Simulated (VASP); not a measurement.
The system is LiCl.

```
CELL_PARAMETERS angstrom
3.27112 0.01930 0.00000
0.01930 3.27112 0.00000
0.00000 0.00000 3.27112
ATOMIC_POSITIONS crystal
Li 0.00000 0.00000 0.00000
Cl 0.50000 0.50000 0.50000
```

This cell differs from its parent crystal: shear xy strain +1.2%.

Base run:

| Quantity | Value |
| --- | --- |
| Program | VASP 6.6.1 |
| Functional | PBE |
| Potentials or basis | VASP PAW PBE potentials, release 64 (Li_sv, Cl) |
| Cutoff | 520 eV |
| k mesh | 8 × 8 × 8 |
| Occupations | fermi-dirac, width 0.02 eV |
| Spin | no spin polarisation |

Its results: band gap on the k mesh 4.43 eV (least direct gap 5.22 eV).

Question: The run is repeated on the same cell with these changes: functional from PBE to r2SCAN; occupations from fermi-dirac, width 0.02 eV to gaussian, width 0.01 eV. What comes out?

Answer: Band gap on the k mesh 5.39 eV (least direct gap 5.97 eV).

A k mesh can miss the band edges.
